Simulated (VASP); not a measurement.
# NiO (Fm-3m) in VASP: settings compared, part 2 of 2

VASP 6.6.1. Earlier steps stand in the parts before.

## 5. Relaxation of cell and atoms, PBE+U, collinear spin, ferromagnetic start

Input file INCAR:

```
SYSTEM = NiO
PREC     = Accurate       ! precision mode
ENCUT    = 600            ! plane-wave cutoff, eV
EDIFF    = 1E-6           ! SCF threshold, eV
ISMEAR   = -1             ! smearing method
SIGMA    = 0.05           ! smearing width, eV
LREAL    = .False.        ! projectors in reciprocal space
LASPH    = .True.         ! aspherical terms in the spheres
NELM     = 150            ! most SCF steps
ALGO     = Normal         ! electronic algorithm
ISIF     = 3              ! what is computed and relaxed
LWAVE    = .False.        ! write WAVECAR
LCHARG   = .False.        ! write CHGCAR
ISPIN    = 2              ! spin polarisation
MAGMOM   = 1 0            ! initial moments
LORBIT   = 11             ! projections on sites
LMAXMIX  = 4              ! l up to which the mixer works
LDAU     = .True.         ! DFT+U
LDAUTYPE = 2            
LDAUL    = 2 -1           ! shell
LDAUU    = 6 0            ! U, eV
LDAUJ    = 0 0          
LDAUPRINT= 1            
GGA      = PE             ! functional
IBRION   = 2              ! ionic algorithm
NSW      = 60             ! ionic steps
EDIFFG   = -0.01          ! ionic threshold
```

Input file KPOINTS:

```
Automatic mesh
0
Gamma
  11 11 11
  0 0 0
```

Input file POSCAR:

```
NiO
1.0
    0.0000000000      2.0859016414      2.0859016414
    2.0859016414      0.0000000000      2.0859016414
    2.0859016414      2.0859016414      0.0000000000
Ni O
1 1
Direct
    0.0000000000      0.0000000000      0.0000000000
    0.5000000000      0.5000000000      0.5000000000
```

Potentials or basis: VASP PAW PBE potentials, release 64 (Ni, O).

On the command line:

```
$ cat potpaw_PBE.64/Ni/POTCAR potpaw_PBE.64/O/POTCAR > POTCAR
$ mpirun -np 1 vasp_std > vasp.out
```

OUTCAR:

```text
SYSTEM = NiO
   PREC = Accurate
   ENCUT = 600
   EDIFF = 1E-6
   ISMEAR = -1
   LREAL = .False.
   LASPH = .True.
   NELM = 150
   ISIF = 3
   ISPIN = 2
   LORBIT = 11
   GGA = PE
   IBRION = 2
   NSW = 60
   EDIFFG = -0.01

 ion  position               nearest neighbor table
   1  0.000  0.000  0.000-   2 2.09   2 2.09   2 2.09   2 2.09   2 2.09   2 2.09
   2  0.500  0.500  0.500-   1 2.09   1 2.09   1 2.09   1 2.09   1 2.09   1 2.09

  LATTYP: Found a face centered cubic cell.
 ALAT       =     4.1718032828

  Lattice vectors:

 A1 = (   0.0000000000,   2.0859016414,   2.0859016414)
 A2 = (   2.0859016414,   0.0000000000,   2.0859016414)
 A3 = (   2.0859016414,   2.0859016414,   0.0000000000)

Analysis of symmetry for initial positions (statically):
=====================================================================
 Subroutine PRICEL returns:
 Original cell was already a primitive cell.

 Routine SETGRP: Setting up the symmetry group for a
 face centered cubic supercell.

 Subroutine GETGRP returns: Found 48 space group operations
 (whereof 48 operations were pure point group operations)
 out of a pool of 48 trial point group operations.

The static configuration has the point symmetry O_h .

Analysis of symmetry for dynamics (positions and initial velocities):
=====================================================================
 Subroutine PRICEL returns:
 Original cell was already a primitive cell.

 Routine SETGRP: Setting up the symmetry group for a
 face centered cubic supercell.

 Subroutine GETGRP returns: Found 48 space group operations
 (whereof 48 operations were pure point group operations)
[... 244 lines left out ...]
  0.9827  0.0000  0.0000  0.0000 -0.0000
  0.0000  0.9827  0.0000 -0.0000 -0.0000
  0.0000  0.0000  1.0344  0.0000  0.0000
  0.0000 -0.0000  0.0000  0.9827  0.0000
 -0.0000 -0.0000  0.0000  0.0000  1.0344

spin component  2

  0.9812  0.0000 -0.0000  0.0000  0.0000
  0.0000  0.9812  0.0000 -0.0000  0.0000
 -0.0000  0.0000  0.1385 -0.0000 -0.0000
  0.0000 -0.0000 -0.0000  0.9812 -0.0000
  0.0000  0.0000 -0.0000 -0.0000  0.1385

 occupancies and eigenvectors

  o =  0.1385  v =  0.0000  0.0000  0.0000  0.0000  0.0000  0.0000  0.0000  0.0035  0.0000  1.0000      0.0000  0.0000  0.0000  0.0000  0.0000  0.0000  0.0000  0.0000  0.0000  0.0000
  o =  0.1385  v =  0.0000  0.0000  0.0000  0.0000  0.0000  0.0000  0.0000  1.0000  0.0000 -0.0035      0.0000  0.0000  0.0000  0.0000  0.0000  0.0000  0.0000  0.0000  0.0000  0.0000
  o =  0.9812  v =  0.0000  0.0000  0.0000  0.0000  0.0000  0.0000 -0.3757  0.0000 -0.9267  0.0000      0.0000  0.0000  0.0000  0.0000  0.0000  0.0000  0.0000  0.0000  0.0000  0.0000
  o =  0.9812  v =  0.0000  0.0000  0.0000  0.0000  0.0000  0.0000 -0.9267  0.0000  0.3757  0.0000      0.0000  0.0000  0.0000  0.0000  0.0000  0.0000  0.0000  0.0000  0.0000  0.0000
  o =  0.9812  v =  0.0000  0.0000  0.0000  0.0000  0.0000  1.0000  0.0000  0.0000  0.0000  0.0000      0.0000  0.0000  0.0000  0.0000  0.0000  0.0000  0.0000  0.0000  0.0000  0.0000
  o =  0.9827  v =  0.0000 -0.2236 -0.0000  0.9747  0.0000  0.0000  0.0000  0.0000  0.0000  0.0000      0.0000  0.0000  0.0000  0.0000  0.0000  0.0000  0.0000  0.0000  0.0000  0.0000
  o =  0.9827  v =  1.0000  0.0000  0.0000  0.0000  0.0000  0.0000  0.0000  0.0000  0.0000  0.0000      0.0000  0.0000  0.0000  0.0000  0.0000  0.0000  0.0000  0.0000  0.0000  0.0000
  o =  0.9827  v =  0.0000  0.9747 -0.0000  0.2236  0.0000  0.0000  0.0000  0.0000  0.0000  0.0000      0.0000  0.0000  0.0000  0.0000  0.0000  0.0000  0.0000  0.0000  0.0000  0.0000
  o =  1.0344  v =  0.0000  0.0000  0.0197  0.0000 -0.9998  0.0000  0.0000  0.0000  0.0000  0.0000      0.0000  0.0000  0.0000  0.0000  0.0000  0.0000  0.0000  0.0000  0.0000  0.0000
  o =  1.0344  v =  0.0000 -0.0000 -0.9998 -0.0000 -0.0197  0.0000  0.0000  0.0000  0.0000  0.0000      0.0000  0.0000  0.0000  0.0000  0.0000  0.0000  0.0000  0.0000  0.0000  0.0000

--------------------------------------- Ionic step        3  -------------------------------------------

 number of electron      16.0000010 magnetization       2.0000001

 Free energy of the ion-electron system (eV)
  ---------------------------------------------------
  ext. energy  EPLUGINS =         0.00000000
  ---------------------------------------------------
  free energy    TOTEN  =       -10.19403262 eV

  energy without entropy =      -10.19403262  energy(sigma->0) =      -10.19403262

 E-fermi :   7.6151     XC(G=0): -12.5593

 val. band max:        6.6060903495   @ k =   0.4545   0.0000   0.0000
 cond. band min:       9.0748507939   @ k =   0.0000   0.0000   0.0000
 fundamental gap:      2.4687604443
 Fermi energy:         7.6150894027

 spin component 1

 k-point     1 :       0.0000    0.0000    0.0000
  band No.  band energies     occupation
      1     -12.1440      1.00000
      2       0.6198      1.00000
      3       0.6199      1.00000
      4       1.7169      1.00000
      5       1.7170      1.00000
      6       1.7170      1.00000
      7       5.2267      1.00000
      8       5.2267      1.00000
      9       5.2267      1.00000
     10       9.2500      0.00000
     11      24.5078      0.00000
     12      24.5079      0.00000
[... 786 lines left out ...]
  FREE ENERGIE OF THE ION-ELECTRON SYSTEM (eV)
  ---------------------------------------------------
  free  energy   TOTEN  =       -10.1940326169 eV

  energy  without entropy=      -10.1940326168  energy(sigma->0) =      -10.19403262

 reached required accuracy - stopping structural energy minimisation

 total charge

# of ion       s       p       d       tot
------------------------------------------
    1        0.340   0.414   8.211   8.965
    2        1.544   3.477   0.000   5.021
--------------------------------------------------
tot          1.884   3.891   8.211  13.986

 magnetization (x)

# of ion       s       p       d       tot
------------------------------------------
    1        0.012   0.013   1.793   1.818
    2        0.018   0.156   0.000   0.174
--------------------------------------------------
tot          0.029   0.169   1.793   1.992
```

OSZICAR:

```text
N       E                     dE             d eps       ncg     rms          rms(c)
DAV:   1     0.100238415924E+03    0.10024E+03   -0.86030E+03  2936   0.172E+03
DAV:   2    -0.250540737562E+01   -0.10274E+03   -0.91107E+02  3147   0.308E+02
[... 27 lines left out ...]
DAV:   2    -0.101948714723E+02    0.10129E-01   -0.27993E-02  3387   0.420E+00    0.491E-01
DAV:   3    -0.101942046795E+02    0.66679E-03   -0.14530E-03  3204   0.476E-01    0.319E-01
DAV:   4    -0.101941127712E+02    0.91908E-04   -0.79729E-05  2982   0.143E-01    0.120E-01
DAV:   5    -0.101940306521E+02    0.82119E-04   -0.53907E-05  3759   0.125E-01    0.214E-02
DAV:   6    -0.101940320804E+02   -0.14284E-05   -0.12494E-05  3139   0.566E-02    0.960E-03
DAV:   7    -0.101940326169E+02   -0.53647E-06   -0.11399E-06  1792   0.199E-02
   3 F= -.10194033E+02 E0= -.10194033E+02  d E =-.354043E-02  mag=     2.0000
```

Run time: 76 s. Hardware: 1 thread of Intel Xeon 8259CL, shared host; peak memory 0.17 GiB.

What came out:

| Quantity | Value |
| --- | --- |
| Free energy | -10.1940 eV |
| Relaxed volume | 9.24 Å³/atom |
| Relaxed cell | a = 2.968 Å, b = 2.968 Å, c = 2.968 Å, α = 60.00°, β = 60.00°, γ = 60.00° |
| Space group after relaxing (to 0.1 Å) | Fm-3m (No. 225) |
| Energy gained by relaxing | 1.8 meV/atom |
| Ionic steps | 3 |
| Pressure after relaxing | -0.1 GPa |
| Band gap on the k mesh | 2.47 eV (least direct gap 3.07 eV) |
| Net moment | 2.00 μB per cell |
| Site moments | Ni +1.82; O +0.17 μB |
| Valence electrons inside the program's atomic spheres | Ni 8.96; O 5.02 |

Step by step:
```
step  energy change (eV)  largest force (eV/Å)  pressure (GPa)  volume (Å³)
   1              0.0000                0.0000            3.38        18.15
   2             -0.0026                0.0000           -1.64        18.66
   3             -0.0035                0.0000           -0.08        18.49
```

Final structure:
```
Ni O
1.0
     0.00000    2.09872    2.09872
     2.09872    0.00000    2.09872
     2.09872    2.09872    0.00000
Ni O
1 1
Direct
  0.00000 0.00000 0.00000
  0.50000 0.50000 0.50000
```

Levels at points of the mesh, in eV from the valence-band top:
Spin up:
| k point | band 5 | band 6 | band 7 | band 8 | band 9 | band 10 | band 11 | band 12 | band 13 |
| --- | --- | --- | --- | --- | --- | --- | --- | --- | --- |
| (0.00, 0.00, 0.00) | -4.89 | -4.89 | -1.38 | -1.38 | -1.38 | 2.64 | 17.90 | 17.90 | 17.90 |
Spin down:
```tsv
k point	band 4	band 5	band 6	band 7	band 8	band 9	band 10	band 11
(0.00, 0.00, 0.00)	-3.90	-1.03	-1.03	-1.03	2.47	2.47	2.99	18.16
```

Eigenvalues of the final occupation matrices:
```tsv
site	spin	trace	eigenvalues
site 1 d	1	5.02	0.98 0.98 0.98 1.03 1.03
site 1 d	2	3.22	0.14 0.14 0.98 0.98 0.98
```

Caveat: an odd mesh through Γ misses points on the zone boundary, where band edges can lie; a cell with one magnetic atom can't hold antiferromagnetic order, which such compounds often take. PBE usually gives volumes a little too large and moduli too small.

## 6. Overview

| task | level | U | cell | k mesh | cutoff (eV) | ions in elastic constants | gap on the mesh (eV) | pressure (GPa) | moment (μB) |
| --- | --- | --- | --- | --- | --- | --- | --- | --- | --- |
| elastic constants | PBEsol | - | a = 2.950 Å, angles 60.0°, 2 atoms | 9 × 9 × 9 | 600 | relaxed | - | - | 1.14 |
| single point | PBE+U | Ni d U = 6.0 eV | a = 3.017 Å, angles 60.0°, 2 atoms | 11 × 11 × 11 | 520 | - | 2.36 | -7.9 | 2.00 |
| single point | r2SCAN+U | Ni d U = 6.0 eV | a = 2.986 Å, angles 60.0°, 2 atoms | 11 × 11 × 11 | 520 | - | 3.19 | -8.3 | 2.00 |
| relaxation of cell and atoms | PBE+U | Ni d U = 6.0 eV | relaxed from a = 2.950 Å, angles 60.0°, 2 atoms | 11 × 11 × 11 | 600 | - | 2.47 | -0.1 | 2.00 |

Alike in all rows: potentials or basis VASP PAW PBE potentials, release 64 (Ni, O); spin collinear, ferromagnetic start; smearing fermi-dirac 0.05 eV.

Caveats: a cell with one magnetic atom can't hold antiferromagnetic order, which such compounds often take; an odd mesh through Γ misses points on the zone boundary, where band edges can lie (at least some runs); the PAW data sets were made with another functional, which shifts forces and pressure a little (at least some runs); the cell stands under tension (at least some runs); the cell is under stress, which shifts elastic constants (at least some runs).

Absolute energies hang on the potentials; compare differences alone.
